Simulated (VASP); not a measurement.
Here is a VASP 6.6.1 calculation.

INCAR

```
SYSTEM = LuPd
PREC = Accurate ; ENCUT = 520
EDIFF = 1E-6 ; ISMEAR = 0
SIGMA = 0.1 ; LREAL = .FALSE.
LASPH = .TRUE. ; NELM = 80
ALGO = Fast ; ISIF = 2
LWAVE = .FALSE. ; LCHARG = .FALSE.
GGA = PS ; NBANDS = 24
ISYM = 0
```

File KPOINTS:

```
regular mesh
0
G
  10 7 14
  0 0 0
```

The input POSCAR:

```
LuPd
1.0
    3.3897775190      0.0000000000      0.0000000000
    0.0000000000      4.7938693408      0.0000000000
    0.0000000000      2.3969346704      2.3969346704
Lu Pd
1 1
Direct
    0.0000000000      0.0000000000      0.0000000000
    0.5000000000      0.5000000000      0.0000000000
```

Potentials or basis: VASP PAW PBE potentials, release 64 (Lu, Pd).

Launch:

```bash
$ cat potpaw_PBE.64/Lu/POTCAR potpaw_PBE.64/Pd/POTCAR > POTCAR
$ mpirun -np 1 vasp_std > vasp.out
```

Predict the pressure.

0.2 GPa.

Caveat: the PAW data sets were made with another functional, which shifts forces and pressure a little.
